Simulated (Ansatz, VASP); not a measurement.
CdI2 in VASP and in Ansatz

```xyz
3
Lattice="4.2440 0.0000 0.0000 -2.1220 3.6754 0.0000 0.0000 0.0000 6.9276" Properties=species:S:1:pos:R:3 pbc="T T T"
Cd    0.0000    0.0000    0.0000
I     0.0000    2.4503    1.7264
I     2.1220    1.2251    5.2012
```

Change from the starting cell: zz strain of +1 %, crystal datasets.

Alike in both runs: task electric field gradients; functional PBEsol; k mesh 8 × 8 × 5; occupations fermi-dirac, width 0.03 eV; no spin polarisation.

```csv
,VASP,Ansatz
version,VASP 6.6.1,Ansatz 0.2.0
potentials or method,"VASP PAW PBE potentials, release 64 (Cd, I), cutoff 400 eV","all-electron PAW with datasets made for the crystal, scalar-relativistic"
```

Ansatz gave:

| Quantity | Value |
| --- | --- |
| gap on the k mesh at the Fermi level (eV) | 2.26 |
| pressure (GPa) | -0.7 |
| rms of the force components (eV/Å) | 0.080 |
| size of Vzz on the site where it differs most (V/Å²) | 46.9 |

Task: What did VASP give for the same quantities?

Result: gap on the k mesh at the Fermi level (eV): 2.25; pressure (GPa): -0.8; rms of the force components (eV/Å): 0.068; size of Vzz on the site where it differs most (V/Å²): 45.7.

VASP's potentials were made for PBE, not for PBEsol. Atom by atom the forces differ by 0.011 eV/Å (rms over components). Ansatz ran all-electron here, and VASP with PAW potentials.

Spin-orbit coupling is off throughout.
